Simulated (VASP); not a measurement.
# TaN (P6_3/mmc) in VASP: single point with PBE

Aim: the single point of TaN with PBE.

All numbers are computed with VASP 6.6.1; they aren't measurements. Logs are shortened: lines on timing, memory, paths and dates and some standing lists are left out, and cuts for length are marked.

## Step 1: The cell of the first run

The structure is hexagonal, space group P6_3/mmc (No. 194). Conventional cell: a = 3.064 Å, b = 3.064 Å, c = 15.951 Å, α = 90.00°, β = 90.00°, γ = 120.00°. Within 2.9 Å of Ta (site symmetry -6m2) lie 6 N at 2.22 Å. Ta (site symmetry 3m) has 6 N at 2.16 to 2.26 Å within 2.9 Å. N (site symmetry 3m) has 6 Ta at 2.22 to 2.26 Å and 1 N at 2.69 Å within 2.9 Å. N (site symmetry -3m) has 6 Ta at 2.16 Å within 2.9 Å.

## Step 2: Single point, PBE

Contents of INCAR:

```
SYSTEM = TaN
PREC = Accurate ; ENCUT = 520
EDIFF = 1E-6 ; ISMEAR = 0
SIGMA = 0.1 ; LREAL = .False.
LASPH = .True. ; NELM = 60
ALGO = Fast ; ISIF = 2
LWAVE = .False. ; LCHARG = .False.
GGA = PE ; NBANDS = 60
```

Contents of KPOINTS:

```
regular mesh
0
Gamma
  21 21 6
  0 0 0
```

Contents of POSCAR:

```
TaN
1.0
    3.0641463886      0.0000000000      0.0000000000
   -1.5320731943      2.6536286135      0.0000000000
    0.0000000000      0.0000000000     15.9511554402
Ta N
6 6
Direct
    0.0000000000      0.0000000000      0.0000000000
    0.3333333333      0.6666666667      0.1728365591
    0.6666666667      0.3333333333      0.3271634409
    0.0000000000      0.0000000000      0.5000000000
    0.6666666667      0.3333333333      0.6728365591
    0.3333333333      0.6666666667      0.8271634409
    0.6666666667      0.3333333333      0.0843566208
    0.0000000000      0.0000000000      0.2500000000
    0.3333333333      0.6666666667      0.4156433792
    0.3333333333      0.6666666667      0.5843566208
    0.0000000000      0.0000000000      0.7500000000
    0.6666666667      0.3333333333      0.9156433792
```

Potentials or basis: VASP PAW PBE potentials, release 64 (Ta_pv, N).

Run with:

```console
$ cat potpaw_PBE.64/Ta_pv/POTCAR potpaw_PBE.64/N/POTCAR > POTCAR
$ mpirun -np 1 vasp_std > vasp.out
```

OUTCAR:

```text
SYSTEM = TaN
   PREC = Accurate
   ENCUT = 520
   EDIFF = 1E-6
   ISMEAR = 0
   LREAL = .False.
   LASPH = .True.
   NELM = 60
   ISIF = 2
   GGA = PE

 ion  position               nearest neighbor table
   1  0.000  0.000  0.000-   7 2.22  12 2.22   7 2.22  12 2.22   7 2.22  12 2.22   2 3.28   6 3.28
                             2 3.28   6 3.28   2 3.28   6 3.28
   2  0.333  0.667  0.173-   8 2.16   8 2.16   8 2.16   7 2.26   7 2.26   7 2.26   3 3.03   3 3.03
                             3 3.03   1 3.28   1 3.28   1 3.28
   3  0.667  0.333  0.327-   8 2.16   8 2.16   8 2.16   9 2.26   9 2.26   9 2.26   2 3.03   2 3.03
                             2 3.03   4 3.28   4 3.28   4 3.28
   4  0.000  0.000  0.500-   9 2.22  10 2.22   9 2.22  10 2.22   9 2.22  10 2.22   3 3.28   5 3.28
                             3 3.28   5 3.28   3 3.28   5 3.28
   5  0.667  0.333  0.673-  11 2.16  11 2.16  11 2.16  10 2.26  10 2.26  10 2.26   6 3.03   6 3.03
                             6 3.03   4 3.28   4 3.28   4 3.28
   6  0.333  0.667  0.827-  11 2.16  11 2.16  11 2.16  12 2.26  12 2.26  12 2.26   5 3.03   5 3.03
                             5 3.03   1 3.28   1 3.28   1 3.28
   7  0.667  0.333  0.084-   1 2.22   1 2.22   1 2.22   2 2.26   2 2.26   2 2.26
   8  0.000  0.000  0.250-   2 2.16   3 2.16   3 2.16   2 2.16   3 2.16   2 2.16
   9  0.333  0.667  0.416-   4 2.22   4 2.22   4 2.22   3 2.26   3 2.26   3 2.26
  10  0.333  0.667  0.584-   4 2.22   4 2.22   4 2.22   5 2.26   5 2.26   5 2.26
  11  0.000  0.000  0.750-   5 2.16   6 2.16   5 2.16   6 2.16   5 2.16   6 2.16
  12  0.667  0.333  0.916-   1 2.22   1 2.22   1 2.22   6 2.26   6 2.26   6 2.26

  LATTYP: Found a hexagonal cell.
 ALAT       =     3.0641463886
 C/A-ratio  =     5.2057419644

  Lattice vectors:

 A1 = (   3.0641463886,   0.0000000000,   0.0000000000)
 A2 = (  -1.5320731943,   2.6536286135,   0.0000000000)
 A3 = (   0.0000000000,   0.0000000000,  15.9511554402)

Analysis of symmetry for initial positions (statically):
=====================================================================
 Subroutine PRICEL returns:
 Original cell was already a primitive cell.

 Routine SETGRP: Setting up the symmetry group for a
 hexagonal supercell.

 Subroutine GETGRP returns: Found 24 space group operations
 (whereof 12 operations were pure point group operations)
 out of a pool of 24 trial point group operations.

The static configuration has the point symmetry D_3h.
 The point group associated with its full space group is D_6h.

Analysis of symmetry for dynamics (positions and initial velocities):
=====================================================================
 Subroutine PRICEL returns:
 Original cell was already a primitive cell.

 Routine SETGRP: Setting up the symmetry group for a
 hexagonal supercell.

 Subroutine GETGRP returns: Found 24 space group operations
 (whereof 12 operations were pure point group operations)
 out of a pool of 24 trial point group operations.

The dynamic configuration has the point symmetry D_3h.
 The point group associated with its full space group is D_6h.

 Subroutine INISYM returns: Found 24 space group operations
 (whereof 12 operations are pure point group operations),
 and found     1 'primitive' translations

----------------------------------------------------------------------------------------

                                     Primitive cell

  volume of cell :     129.7005

  direct lattice vectors                    reciprocal lattice vectors
     3.064146389  0.000000000  0.000000000     0.326355165  0.188421242  0.000000000
    -1.532073194  2.653628614  0.000000000     0.000000000  0.376842485  0.000000000
     0.000000000  0.000000000 15.951155440     0.000000000  0.000000000  0.062691383

  length of vectors
     3.064146389  3.064146389 15.951155440     0.376842485  0.376842485  0.062691383

  position of ions in fractional coordinates (direct lattice)
     0.000000000  0.000000000  0.000000000
     0.333333333  0.666666667  0.172836559
     0.666666667  0.333333333  0.327163441
     0.000000000  0.000000000  0.500000000
     0.666666667  0.333333333  0.672836559
     0.333333333  0.666666667  0.827163441
     0.666666667  0.333333333  0.084356621
     0.000000000  0.000000000  0.250000000
     0.333333333  0.666666667  0.415643379
     0.333333333  0.666666667  0.584356621
     0.000000000  0.000000000  0.750000000
     0.666666667  0.333333333  0.915643379

  ion indices of the primitive-cell ions
   primitive index   ion index
                 1           1
                 2           2
                 3           3
                 4           4
                 5           5
                 6           6
                 7           7
                 8           8
                 9           9
                10          10
                11          11
                12          12

----------------------------------------------------------------------------------------

 KPOINTS: regular mesh

Automatic generation of k-mesh.
 Grid dimensions read from file:
 generate k-points for:   21   21    6

 Generating k-lattice:

  Cartesian coordinates                     Fractional coordinates (reciprocal lattice)
     0.015540722  0.008972440  0.000000000     0.047619048  0.000000000  0.000000000
     0.000000000  0.017944880  0.000000000     0.000000000  0.047619048  0.000000000
     0.000000000  0.000000000  0.010448564     0.000000000  0.000000000  0.166666667

  Length of vectors
     0.017944880  0.017944880  0.010448564

  Shift w.r.t. Gamma in fractional coordinates (k-lattice)
     0.000000000  0.000000000  0.000000000

 Subroutine IBZKPT returns following result:
 ===========================================

 Found    192 irreducible k-points:

 Following reciprocal coordinates:
            Coordinates               Weight
  0.000000  0.000000  0.000000      1.000000
  0.047619  0.000000  0.000000      6.000000
  0.095238  0.000000  0.000000      6.000000
  0.142857  0.000000  0.000000      6.000000
  0.190476  0.000000  0.000000      6.000000
  0.238095  0.000000  0.000000      6.000000
[... 16 lines left out ...]
  0.142857  0.095238  0.000000     12.000000
  0.190476  0.095238  0.000000     12.000000
 [... further k-points ...]
   k-points           NKPTS =    192   k-points in BZ     NKDIM =    192   number of bands    NBANDS=     60
   number of dos      NEDOS =    301   number of ions     NIONS =     12
   total plane-waves  NPLWV =  69120
   dimension x,y,z NGX =    24 NGY =   24 NGZ =  120
   dimension x,y,z NGXF=    48 NGYF=   48 NGZF=  240
   ions per type =               6   6
   NGX,Y,Z   is equivalent  to a cutoff of  13.02, 13.02, 12.51 a.u.
   NGXF,Y,Z  is equivalent  to a cutoff of  26.04, 26.04, 25.01 a.u.
 SYSTEM =  TaN
   PREC   = accura    normal or accurate (medium, high low for compatibility)
   ISTART =      0    job   : 0-new  1-cont  2-samecut
   ICHARG =      2    charge: 1-file 2-atom 10-const
   ISPIN  =      1    spin polarized calculation?
   LNONCOLLINEAR =      F non collinear calculations
   LSORBIT =      F    spin-orbit coupling
   LASPH  =      T    aspherical Exc in radial PAW
   ENCUT  =  520.0 eV  38.22 Ry    6.18 a.u.   5.70  5.70 29.66*2*pi/ulx,y,z
   NELM   =     60;   NELMIN=  2; NELMDL= -5     # of ELM steps
   EDIFF  = 0.1E-05   stopping-criterion for ELM
   LREAL  =      F    real-space projection
   EDIFFG = 0.1E-04   stopping-criterion for IOM
   NSW    =      0    number of steps for IOM
   IBRION =     -1    ionic relax: 0-MD 1-quasi-New 2-CG
   NFREE  =      0    steps in history (QN), initial steepest desc. (CG)
   ISIF   =      2    stress and relaxation
   ISYM   =      2    0-nonsym 1-usesym 2-fastsym
   POTIM  = 0.5000    time-step for ionic-motion
   TEBEG  =    0.0;   TEEND  =   0.0 temperature during run
   PSTRESS=    0.0 pullay stress
   NELECT =      96.0000    total number of electrons
   NUPDOWN=      -1.0000    fix difference up-down
   EMIN   =  10.00;   EMAX   =-10.00  energy-range for DOS
   EFERMI =   0.00;   METHOD = LEGACY
   ISMEAR =     0;   SIGMA  =   0.10  broadening in eV -4-tet -1-fermi 0-gaus
   EFERMI_NEDOS =   21; number of points for ismear=-14 and -15
   IALGO  =     68    algorithm
   IMIX   =      4    mixing-type and parameters
     AMIX     =   0.40;   BMIX     =  1.00
     AMIX_MAG =   1.60;   BMIX_MAG =  1.00
  volume/ion in A,a.u.               =      10.81        72.94
  Fermi-wavevector in a.u.,A,eV,Ry     =   1.480874  2.798445 29.837392  2.192986
  Thomas-Fermi vector in A             =   2.594854
   LORBIT       =      0    0 simple, 1 ext, 2 COOP (PROOUT), +10 PAW based schemes
   GGA     = PE    functional components
   LHFCALC =     F    Hartree Fock is set to
   AEXX    =    0.0000 exact exchange contribution
   IVDW    =     0    specifies the selected vdW correction
   LEPSILON=     F    determine dielectric tensor
   LRPA    =     F    only Hartree local field effects (RPA)
 non-spin polarized calculation
 RMM-DIIS sequential band-by-band and
 Gauss-broadening in eV      SIGMA  =   0.10
  energy-cutoff  :      520.00
  volume of cell :      129.70
 maximum number of plane-waves:      3520
 NGX is ok and might be reduce to    24
   NGX = 11   NGY = 11   NGZ = 59

 number of electron      96.0000006 magnetization

 Free energy of the ion-electron system (eV)
  ---------------------------------------------------
  ext. energy  EPLUGINS =         0.00000000
  ---------------------------------------------------
  free energy    TOTEN  =      -131.35220629 eV

  energy without entropy =     -131.33572410  energy(sigma->0) =     -131.34396519

 E-fermi :   9.3870     XC(G=0): -13.3405

 val. band max:        9.3828010292   @ k =   0.0000   0.0000   0.1667
 cond. band min:       9.4041013920   @ k =   0.1429   0.0952   0.3333
 fundamental gap:      0.0213003628
 Fermi energy:         9.3870343001

 k-point     1 :       0.0000    0.0000    0.0000
  band No.  band energies     occupation
      1     -27.3010      2.00000
      2     -27.2016      2.00000
      3     -27.0454      2.00000
      4     -26.8394      2.00000
      5     -26.6525      2.00000
      6     -26.5447      2.00000
[... 1501 lines left out ...]
     59      11.5366      0.00000
     60      11.5900      0.00000

 [... further k-points ...]
[... 5 lines left out ...]
  --------------------------------------------------------------------------------------
  -------------------------------------------------------------------------------------
  Total        0.4360764      0.4360764      0.9120560      0.0000000      0.0000000      0.0000000
  in kB        5.3868061      5.3868061     11.2665323      0.0000000      0.0000000      0.0000000
  external PRESSURE =       7.3467148 kB  Pullay stress =       0.0000000 kB

 VOLUME and BASIS-vectors are now :
 -----------------------------------------------------------------------------
  energy-cutoff  :      520.00
  volume of cell :      129.70
      direct lattice vectors                 reciprocal lattice vectors
     3.064146389  0.000000000  0.000000000     0.326355165  0.188421242  0.000000000
    -1.532073194  2.653628614  0.000000000     0.000000000  0.376842485  0.000000000
     0.000000000  0.000000000 15.951155440     0.000000000  0.000000000  0.062691383

 POSITION                                       TOTAL-FORCE (eV/Angst)
 -----------------------------------------------------------------------------------
      0.00000      0.00000      0.00000        -0.000000      0.000000     -0.000000
     -0.00000      1.76909      2.75694         0.000000     -0.000000     -0.080032
      1.53207      0.88454      5.21863        -0.000000      0.000000      0.080032
      0.00000      0.00000      7.97558         0.000000      0.000000     -0.000000
      1.53207      0.88454     10.73252        -0.000000      0.000000     -0.080032
     -0.00000      1.76909     13.19421         0.000000     -0.000000      0.080032
      1.53207      0.88454      1.34559        -0.000000      0.000000      0.038811
      0.00000      0.00000      3.98779         0.000000      0.000000     -0.000000
     -0.00000      1.76909      6.62999         0.000000     -0.000000     -0.038811
     -0.00000      1.76909      9.32116         0.000000     -0.000000      0.038811
      0.00000      0.00000     11.96337         0.000000      0.000000     -0.000000
      1.53207      0.88454     14.60557        -0.000000      0.000000     -0.038811
 -----------------------------------------------------------------------------------
    total drift:                                0.000000      0.000000      0.000000

  FREE ENERGIE OF THE ION-ELECTRON SYSTEM (eV)
  ---------------------------------------------------
  free  energy   TOTEN  =      -131.3522062904 eV

  energy  without entropy=     -131.3357240958  energy(sigma->0) =     -131.34396519
```

It took 50 min on 1 thread of Oxide Virtual Turin-like, shared host; peak memory 0.98 GiB.

Results:

```
Free energy            : -131.3522 eV
Pressure               : 0.7 GPa
Largest force          : 0.080 eV/Å
Band gap on the k mesh : zero (bands 48 and 49 overlap by 2.22 eV)
```

Forces in eV/Å, atoms in the order of the input:
```
Ta   0.000  0.000  0.000
Ta   0.000  0.000 -0.080
Ta   0.000  0.000  0.080
Ta   0.000  0.000  0.000
Ta   0.000  0.000 -0.080
Ta   0.000  0.000  0.080
N    0.000  0.000  0.039
N    0.000  0.000  0.000
N    0.000  0.000 -0.039
N    0.000  0.000  0.039
N    0.000  0.000  0.000
N    0.000  0.000 -0.039
```

Caveat: spin-orbit coupling is left out, which moves the levels of the heavy elements.
